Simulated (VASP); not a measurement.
## ZnGa2Sn: single point with PBE

The system is ZnGa2Sn.

```
CELL_PARAMETERS angstrom
0.00000 7.74212 0.00000
7.74212 0.00000 0.00000
3.87106 3.87106 -2.84461
ATOMIC_POSITIONS crystal
Sn 0.50000 0.50000 0.00000
Sn 0.25000 0.75000 0.50000
Ga 0.37500 0.34378 0.75000
Ga 0.65622 0.12500 0.25000
Ga 0.87500 0.90622 0.75000
Ga 0.09378 0.62500 0.25000
Zn 0.00000 0.00000 0.00000
Zn 0.75000 0.25000 0.50000
```

| Property | Result |
| --- | --- |
| Program | VASP 6.6.1 |
| Task | single point |
| Functional | PBE |
| Potentials or basis | VASP PAW PBE potentials, release 64 (Sn_d, Ga_d, Zn) |
| Cutoff | 520 eV |
| k mesh | 6 × 6 × 6 |
| Occupations | fermi-dirac, width 0.1 eV |
| Spin | no spin polarisation |
| Dipole correction | no |
| Further INCAR settings | ALGO = Normal; EDIFF = 1e-06; NBANDS = 62 |

The pressure is 0.1 GPa. The largest force is 0.006 eV/Å and the band gap on the k mesh is zero (band 52 reaches 6.46 eV, above the bottom of band 53 at 2.99 eV).

Forces in eV/Å, atoms in the order of the input:
```
Sn   0.000  0.000  0.000
Sn   0.000  0.000  0.000
Ga   0.006  0.000  0.000
Ga   0.000 -0.006  0.000
Ga  -0.006  0.000  0.000
Ga   0.000  0.006  0.000
Zn   0.000  0.000  0.000
Zn   0.000  0.000  0.000
```

Levels at points of the mesh, in eV from the Fermi level:
```csv
k point,band 50,band 51,band 52,band 53,band 54,band 55
"(0.00, 0.00, 0.00)",-2.42,-2.38,-2.22,-2.22,-0.72,-0.44
"(0.50, 0.00, 0.00)",-0.38,-0.30,-0.25,1.04,1.42,1.45
"(0.50, 0.50, 0.00)",-2.76,-0.07,-0.07,0.41,0.41,0.84
"(0.00, 0.00, 0.50)",-1.00,0.51,0.51,0.54,0.54,2.29
```

Run time: 8.1 min on 1 thread of Intel(R) Xeon(R) Platinum 8259CL CPU @ 2.50GHz (Skylake/Cascade Lake) (shared host), peak memory 0.58 GiB.

Caveat: the k points lie up to 0.37 Å⁻¹ apart; spin-orbit coupling is left out, which moves the levels of the heavy elements.
